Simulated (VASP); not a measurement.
A run of VASP 6.6.1 is set up as follows.

File INCAR:

```
SYSTEM = Sn5H
ALGO     = Normal         ! electronic algorithm
EDIFF    = 1E-7           ! SCF threshold, eV
ENCUT    = 520            ! plane-wave cutoff, eV
GGA      = PE             ! functional
ISIF     = 2              ! what is computed and relaxed
ISMEAR   = 0              ! smearing method
LASPH    = .True.         ! aspherical terms in the spheres
LCHARG   = .False.        ! write CHGCAR
LREAL    = .False.        ! projectors in reciprocal space
LWAVE    = .False.        ! write WAVECAR
NBANDS   = 44             ! bands
NELM     = 60             ! most SCF steps
PREC     = Accurate       ! precision mode
SIGMA    = 0.1            ! smearing width, eV
```

File KPOINTS:

```
k-points
0
Gamma
  3 3 4
  0 0 0
```

Contents of POSCAR:

```
Sn5H
1.0
    6.3354276226      0.0000000029      0.0000000000
   -3.1677138138      5.4866412635      0.0000000000
    0.0000000000      0.0000000000      5.1958045551
Sn H
5 1
Direct
    0.3333333333      0.6666666667      0.0000000000
    0.6666666667      0.3333333333      0.0000000000
    0.5000000000      0.0000000000      0.5000000000
    0.5000000000      0.5000000000      0.5000000000
    0.0000000000      0.5000000000      0.5000000000
    0.0000000000      0.0000000000      0.0000000000
```

Potentials or basis: VASP PAW PBE potentials, release 64 (Sn_d, H).

Launch:

```bash
$ cat potpaw_PBE.64/Sn_d/POTCAR potpaw_PBE.64/H/POTCAR > POTCAR
$ mpirun -np 1 vasp_std > vasp.out
```

Problem. What does it give for the pressure?

Solution. -0.1 GPa.

Problem. Estimate the band gap on the k mesh.

Solution. Zero (an odd number of electrons rules out a gap without spin polarisation).

Stress tensor (GPa, compression positive):
```
-0.01  0.00  0.00
 0.00 -0.01  0.00
 0.00  0.00 -0.15
```

Caveat: the k points lie up to 0.38 Å⁻¹ apart, too coarse for converged energies and pressures of a metal; spin-orbit coupling is left out, which moves the levels of the heavy elements.
